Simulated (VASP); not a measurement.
**Al15CdN16 (a cell with a defect): single point with HSE06**

System: Al15CdN16 (a cell with a defect).

```xyz
32
Lattice="6.2595 0.0000 0.0000 -3.1298 5.4209 0.0000 0.0000 0.0000 10.0348" Properties=species:S:1:pos:R:3 pbc="T T T"
Al    1.5748    0.8933    2.4956
Al    1.5806    0.8897    7.5623
Al   -0.0001    1.8018    9.9942
Al    0.0076    3.6194    2.4873
Al   -1.5429    4.5339    4.9876
Al    0.0020    3.6220    7.5696
Al   -1.5721    4.5107   10.0454
Al    4.6898    0.8874    2.4872
Al    3.1233    1.7732    4.9879
Al    4.6850    0.8911    7.5691
Al    3.1281    1.8085   10.0449
Al    3.1359    3.6056    2.5189
Al    1.5558    4.5185    4.9964
Al    3.1347    3.6066    7.5026
Al    1.5712    4.5085   10.0399
Cd   -0.0479    1.8305    5.0772
N     1.6701    0.8389    4.3341
N     0.0140    1.7936    1.8718
N     1.5776    0.8911    9.4612
N     0.0129    1.7953    7.2402
N     0.0050    3.8089    4.3205
N    -1.5660    4.4956    1.8808
N    -0.0121    3.6433    9.4673
N    -1.5457    4.5080    6.9215
N     4.5252    0.7952    4.3203
N     3.1439    1.8117    1.8800
N     4.6586    0.8911    9.4660
N     3.1439    1.7874    6.9213
N     3.1271    3.6110    4.4204
N     1.5985    4.4931    1.8737
N     3.1204    3.6139    9.4077
N     1.5737    4.5069    6.9351
```

- Program: VASP 6.6.1
- Task: single point
- Functional: HSE06
- Potentials or basis: VASP PAW PBE potentials, release 64 (Al, Cd, N)
- Cutoff: 520 eV
- k mesh: 1 × 1 × 1, shifted
- Occupations: fermi-dirac, width 0.01 eV
- Spin: no spin polarisation
- Dipole correction: no
- Grid for exact exchange (PRECFOCK): Fast
- Charge: -1
- Further INCAR settings: LREAL = Auto; ALGO = Normal; EDIFF = 1e-06; NBANDS = 90; ISYM = -1; NELECT = 138.0
- Share of exact exchange: 0.25
- Screening parameter: 0.2079 1/Å

| Item | Value |
| --- | --- |
| Largest force | 0.127 eV/Å |

Forces on the atoms (eV/Å):
```
Al   0.013 -0.010  0.076
Al  -0.051  0.029  0.050
Al   0.011 -0.007  0.023
Al  -0.008  0.050  0.069
Al   0.089  0.055 -0.070
Al  -0.008 -0.047  0.058
Al   0.031  0.001  0.042
Al  -0.050 -0.019  0.066
Al  -0.005 -0.103 -0.075
Al   0.033  0.016  0.056
Al   0.011 -0.018  0.043
Al  -0.012  0.008  0.012
Al  -0.086  0.045 -0.081
Al  -0.009  0.000  0.031
Al  -0.002  0.005  0.041
Cd   0.007 -0.005 -0.050
N    0.076 -0.044 -0.019
N    0.010 -0.003 -0.009
N   -0.007  0.003 -0.024
N    0.002  0.003 -0.002
N   -0.020  0.035 -0.003
N    0.005 -0.002 -0.054
N   -0.010  0.002 -0.034
N    0.005 -0.005  0.003
N   -0.041 -0.001  0.002
N    0.009 -0.002 -0.050
N   -0.006  0.004 -0.028
N    0.007  0.004  0.008
N   -0.006  0.005 -0.025
N    0.009 -0.003 -0.045
N   -0.007  0.003 -0.018
N    0.010  0.001  0.003
```

Levels at points of the mesh, in eV from the Fermi level:
```tsv
k point	band 67	band 68	band 69	band 70	band 71	band 72
(0.25, 0.25, 0.25)	-1.09	-0.48	-0.26	6.02	6.45	6.64
```

Wall time 3.7 min on 1 thread of Intel(R) Xeon(R) Platinum 8488C (Sapphire Rapids), on a shared host, peak memory 0.57 GiB.

Caveat: the cell carries a net charge on a neutralising background, which shifts energy and pressure; the cell is charged against a uniform background, so pressure and absolute levels hang on convention; the PAW data sets were made with another functional, which shifts forces and pressure a little.
